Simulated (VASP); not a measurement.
# CoBi (rocksalt type) in VASP: a series of runs

CoBi (rocksalt type) is run at these levels: PBE; tasks: single point.

All numbers are computed with VASP 6.6.1; they aren't measurements. Logs are shortened: lines on timing, memory, paths and dates and some standing lists are left out, and cuts for length are marked.

### 1 The cell of the first run

The structure is trigonal, space group R-3m (No. 166). The conventional cell has a = 3.857 Å, b = 3.857 Å, c = 9.167 Å, α = 90.00°, β = 90.00°, γ = 120.00°. Within 3.6 Å of Co (site symmetry -3m) lie 6 Bi at 2.70 Å. Within 3.6 Å of Bi (site symmetry -3m) lie 6 Co at 2.70 Å.

### 2 Single point, PBE, collinear spin, ferromagnetic start (equal xy, yz and zx shear strains of -2 %)

Contents of INCAR:

```
ALGO = Normal
EDIFF = 1E-6
ENCUT = 600
GGA = PE
GGA_COMPAT = F
ISIF = 2
ISMEAR = -1
ISPIN = 2
LASPH = T
LCHARG = F
LMAXMIX = 4
LORBIT = 11
LREAL = F
LWAVE = F
MAGMOM = 2 0
NBANDS = 23
NELM = 200
PREC = Accurate
SIGMA = 0.05
```

Contents of KPOINTS:

```
k-points
0
Gamma
  13 13 13
```

Contents of POSCAR:

```
CoBi
1.0
   -0.0540066779      2.6733305565      2.6733305565
    2.6733305565     -0.0540066779      2.6733305565
    2.6733305565      2.6733305565     -0.0540066779
Co Bi
1 1
Direct
    0.0000000000      0.0000000000      0.0000000000
    0.5000000000      0.5000000000      0.5000000000
```

Potentials or basis: VASP PAW PBE potentials, release 64 (Co, Bi_d).

The run is started by

```
$ cat potpaw_PBE.64/Co/POTCAR potpaw_PBE.64/Bi_d/POTCAR > POTCAR
$ mpirun -np 1 vasp_std > vasp.out
```

OUTCAR:

```text
EDIFF = 1E-6
   ENCUT = 600
   GGA = PE
   ISIF = 2
   ISMEAR = -1
   ISPIN = 2
   LASPH = T
   LORBIT = 11
   LREAL = F
   NELM = 200
   PREC = Accurate

 ion  position               nearest neighbor table
   1  0.000  0.000  0.000-   2 2.70   2 2.70   2 2.70   2 2.70   2 2.70   2 2.70
   2  0.500  0.500  0.500-   1 2.70   1 2.70   1 2.70   1 2.70   1 2.70   1 2.70

  LATTYP: Found a trigonal (rhomboedric) cell.
 ALAT       =     3.7810460523
 COS(alpha) =     0.4797000918

  Lattice vectors:

 A1 = (  -0.0540066779,   2.6733305565,   2.6733305565)
 A2 = (   2.6733305565,  -0.0540066779,   2.6733305565)
 A3 = (   2.6733305565,   2.6733305565,  -0.0540066779)

Analysis of symmetry for initial positions (statically):
=====================================================================
 Subroutine PRICEL returns:
 Original cell was already a primitive cell.

 Routine SETGRP: Setting up the symmetry group for a
 trigonal (rhombohedral) supercell.

 Subroutine GETGRP returns: Found 12 space group operations
 (whereof 12 operations were pure point group operations)
 out of a pool of 12 trial point group operations.

The static configuration has the point symmetry D_3d.

Analysis of symmetry for dynamics (positions and initial velocities):
=====================================================================
 Subroutine PRICEL returns:
 Original cell was already a primitive cell.

 Routine SETGRP: Setting up the symmetry group for a
 trigonal (rhombohedral) supercell.

 Subroutine GETGRP returns: Found 12 space group operations
 (whereof 12 operations were pure point group operations)
 out of a pool of 12 trial point group operations.

The dynamic configuration has the point symmetry D_3d.

Analysis of structural, dynamic, and magnetic symmetry:
=====================================================================
 Subroutine PRICEL returns:
 Original cell was already a primitive cell.

 Routine SETGRP: Setting up the symmetry group for a
 trigonal (rhombohedral) supercell.

 Subroutine GETGRP returns: Found 12 space group operations
 (whereof 12 operations were pure point group operations)
 out of a pool of 12 trial point group operations.

The overall configuration has the point symmetry D_3d.

 Subroutine INISYM returns: Found 12 space group operations
 (whereof 12 operations are pure point group operations),
 and found     1 'primitive' translations

----------------------------------------------------------------------------------------

                                     Primitive cell

  volume of cell :      39.3687

  direct lattice vectors                    reciprocal lattice vectors
    -0.054006678  2.673330556  2.673330556    -0.181458293  0.185199701  0.185199701
     2.673330556 -0.054006678  2.673330556     0.185199701 -0.181458293  0.185199701
     2.673330556  2.673330556 -0.054006678     0.185199701  0.185199701 -0.181458293

  length of vectors
     3.781046052  3.781046052  3.781046052     0.318629833  0.318629833  0.318629833

  position of ions in fractional coordinates (direct lattice)
     0.000000000  0.000000000  0.000000000
     0.500000000  0.500000000  0.500000000

  ion indices of the primitive-cell ions
   primitive index   ion index
                 1           1
                 2           2

----------------------------------------------------------------------------------------

 KPOINTS: k-points

Automatic generation of k-mesh.
 Grid dimensions read from file:
 generate k-points for:   13   13   13

 Generating k-lattice:

  Cartesian coordinates                     Fractional coordinates (reciprocal lattice)
    -0.013958330  0.014246131  0.014246131     0.076923077  0.000000000 -0.000000000
     0.014246131 -0.013958330  0.014246131     0.000000000  0.076923077 -0.000000000
     0.014246131  0.014246131 -0.013958330     0.000000000  0.000000000  0.076923077

  Length of vectors
     0.024509987  0.024509987  0.024509987

  Shift w.r.t. Gamma in fractional coordinates (k-lattice)
     0.000000000  0.000000000  0.000000000

 Subroutine IBZKPT returns following result:
 ===========================================

 Found    231 irreducible k-points:

 Following reciprocal coordinates:
            Coordinates               Weight
  0.000000  0.000000  0.000000      1.000000
  0.076923  0.000000  0.000000      6.000000
  0.153846  0.000000  0.000000      6.000000
  0.230769  0.000000  0.000000      6.000000
  0.307692  0.000000  0.000000      6.000000
  0.384615  0.000000 -0.000000      6.000000
[... 16 lines left out ...]
  0.384615  0.153846  0.000000     12.000000
  0.461538  0.153846 -0.000000     12.000000
 [... further k-points ...]
   k-points           NKPTS =    231   k-points in BZ     NKDIM =    231   number of bands    NBANDS=     23
   number of dos      NEDOS =    301   number of ions     NIONS =      2
   total plane-waves  NPLWV =  27000
   dimension x,y,z NGX =    30 NGY =   30 NGZ =   30
   dimension x,y,z NGXF=    60 NGYF=   60 NGZF=   60
   ions per type =               1   1
   NGX,Y,Z   is equivalent  to a cutoff of  13.19, 13.19, 13.19 a.u.
   NGXF,Y,Z  is equivalent  to a cutoff of  26.38, 26.38, 26.38 a.u.
 SYSTEM =  unknown system
   PREC   = accura    normal or accurate (medium, high low for compatibility)
   ISTART =      0    job   : 0-new  1-cont  2-samecut
   ICHARG =      2    charge: 1-file 2-atom 10-const
   ISPIN  =      2    spin polarized calculation?
   LNONCOLLINEAR =      F non collinear calculations
   LSORBIT =      F    spin-orbit coupling
   LASPH  =      T    aspherical Exc in radial PAW
   ENCUT  =  600.0 eV  44.10 Ry    6.64 a.u.   7.55  7.55  7.55*2*pi/ulx,y,z
   NELM   =    200;   NELMIN=  2; NELMDL= -5     # of ELM steps
   EDIFF  = 0.1E-05   stopping-criterion for ELM
   LREAL  =      F    real-space projection
   EDIFFG = 0.1E-04   stopping-criterion for IOM
   NSW    =      0    number of steps for IOM
   IBRION =     -1    ionic relax: 0-MD 1-quasi-New 2-CG
   NFREE  =      0    steps in history (QN), initial steepest desc. (CG)
   ISIF   =      2    stress and relaxation
   ISYM   =      2    0-nonsym 1-usesym 2-fastsym
   POTIM  = 0.5000    time-step for ionic-motion
   TEBEG  =    0.0;   TEEND  =   0.0 temperature during run
   PSTRESS=    0.0 pullay stress
   NELECT =      24.0000    total number of electrons
   NUPDOWN=      -1.0000    fix difference up-down
   EMIN   =  10.00;   EMAX   =-10.00  energy-range for DOS
   EFERMI =   0.00;   METHOD = LEGACY
   ISMEAR =    -1;   SIGMA  =   0.05  broadening in eV -4-tet -1-fermi 0-gaus
   EFERMI_NEDOS =   21; number of points for ismear=-14 and -15
   IALGO  =     38    algorithm
   IMIX   =      4    mixing-type and parameters
     AMIX     =   0.40;   BMIX     =  1.00
     AMIX_MAG =   1.60;   BMIX_MAG =  1.00
  volume/ion in A,a.u.               =      19.68       132.84
  Fermi-wavevector in a.u.,A,eV,Ry     =   1.388124  2.623173 26.216895  1.926887
  Thomas-Fermi vector in A             =   2.512280
   LORBIT       =     11    0 simple, 1 ext, 2 COOP (PROOUT), +10 PAW based schemes
   GGA     = PE    functional components
   LHFCALC =     F    Hartree Fock is set to
   AEXX    =    0.0000 exact exchange contribution
   IVDW    =     0    specifies the selected vdW correction
   LEPSILON=     F    determine dielectric tensor
   LRPA    =     F    only Hartree local field effects (RPA)
 spin polarized calculation
  energy-cutoff  :      600.00
  volume of cell :       39.37
 maximum number of plane-waves:      1334
   NGX = 15   NGY = 15   NGZ = 15

 number of electron      24.0000000 magnetization       0.5427047

 Free energy of the ion-electron system (eV)
  ---------------------------------------------------
  ext. energy  EPLUGINS =         0.00000000
  ---------------------------------------------------
  free energy    TOTEN  =        -9.84626509 eV

  energy without entropy =       -9.82960293  energy(sigma->0) =       -9.83793401

 E-fermi :   8.9604     XC(G=0): -11.4398

 val. band max:        8.9589404531   @ k =  -0.3846   0.3846   0.2308
 cond. band min:       8.9627396738   @ k =  -0.2308   0.2308   0.0769
 fundamental gap:      0.0037992207
 Fermi energy:         8.9603890664

 spin component 1

 k-point     1 :       0.0000    0.0000    0.0000
  band No.  band energies     occupation
      1     -13.6608      1.00000
      2     -13.6608      1.00000
      3     -13.6257      1.00000
      4     -13.6250      1.00000
      5     -13.6250      1.00000
      6      -4.0882      1.00000
[... 15 lines left out ...]
     22      19.4320      0.00000
     23      23.4567      0.00000
[... 575 lines left out ...]
      1     -13.6704      1.00000
      2     -13.6480      1.00000
      3     -13.6150      1.00000
      4     -13.5758      1.00000
      5     -13.5646      1.00000
      6      -2.0120      1.00000
[... 15 lines left out ...]
     22      25.2678      0.00000
     23      26.5858      0.00000

 [... further k-points ...]

 spin component 2

 k-point     1 :       0.0000    0.0000    0.0000
  band No.  band energies     occupation
      1     -13.6643      1.00000
      2     -13.6643      1.00000
      3     -13.6302      1.00000
      4     -13.6299      1.00000
      5     -13.6299      1.00000
      6      -4.1100      1.00000
[... 15 lines left out ...]
     22      19.4614      0.00000
     23      23.5584      0.00000
[... 575 lines left out ...]
      1     -13.6742      1.00000
      2     -13.6518      1.00000
      3     -13.6198      1.00000
      4     -13.5804      1.00000
      5     -13.5689      1.00000
      6      -2.0402      1.00000
[... 15 lines left out ...]
     22      25.2844      0.00000
     23      26.6090      0.00000

 [... further k-points ...]

------------------------ aborting loop because EDIFF is reached ----------------------------------------

  FORCE on cell =-STRESS in cart. coord.  units (eV):
  Direction    XX          YY          ZZ          XY          YZ          ZX
  --------------------------------------------------------------------------------------
  -------------------------------------------------------------------------------------
  Total       -0.0110500     -0.0110500     -0.0110500      0.0500286      0.0500286      0.0500286
  in kB       -0.4496973     -0.4496973     -0.4496973      2.0359991      2.0359991      2.0359991
  external PRESSURE =      -0.4496973 kB  Pullay stress =       0.0000000 kB

 VOLUME and BASIS-vectors are now :
 -----------------------------------------------------------------------------
  energy-cutoff  :      600.00
  volume of cell :       39.37
      direct lattice vectors                 reciprocal lattice vectors
    -0.054006678  2.673330556  2.673330556    -0.181458293  0.185199701  0.185199701
     2.673330556 -0.054006678  2.673330556     0.185199701 -0.181458293  0.185199701
     2.673330556  2.673330556 -0.054006678     0.185199701  0.185199701 -0.181458293

 POSITION                                       TOTAL-FORCE (eV/Angst)
 -----------------------------------------------------------------------------------
      0.00000      0.00000      0.00000         0.000000      0.000000     -0.000000
      2.64633      2.64633      2.64633        -0.000000     -0.000000      0.000000
 -----------------------------------------------------------------------------------
    total drift:                                0.000000      0.000000      0.000000

  FREE ENERGIE OF THE ION-ELECTRON SYSTEM (eV)
  ---------------------------------------------------
  free  energy   TOTEN  =        -9.8462650943 eV

  energy  without entropy=       -9.8296029299  energy(sigma->0) =       -9.83793401

 total charge

# of ion       s       p       d       tot
------------------------------------------
    1        0.397   0.282   7.486   8.164
    2        1.459   1.487   9.948  12.894
--------------------------------------------------
tot          1.856   1.768  17.434  21.058

 magnetization (x)

# of ion       s       p       d       tot
------------------------------------------
    1        0.024   0.002   0.564   0.590
    2        0.010  -0.048   0.006  -0.032
--------------------------------------------------
tot          0.034  -0.046   0.570   0.558
```

Wall time 4.9 min (1 thread of Intel Xeon Platinum 8488C (Sapphire Rapids), shared host); peak memory 0.48 GiB.

Results:

```
Free energy                                           : -9.8463 eV
Pressure                                              : 0.0 GPa
Net moment                                            : 0.54 μB per cell
Site moments                                          : Co +0.59; Bi -0.03 μB
Valence electrons inside the program's atomic spheres : Co 8.16; Bi 12.89
```

Caveat: the cell differs from its parent crystal (equal xy, yz and zx shear strains of -2 %); spin-orbit coupling is left out, which moves the levels of the heavy elements.

[end of part 1 of 2]
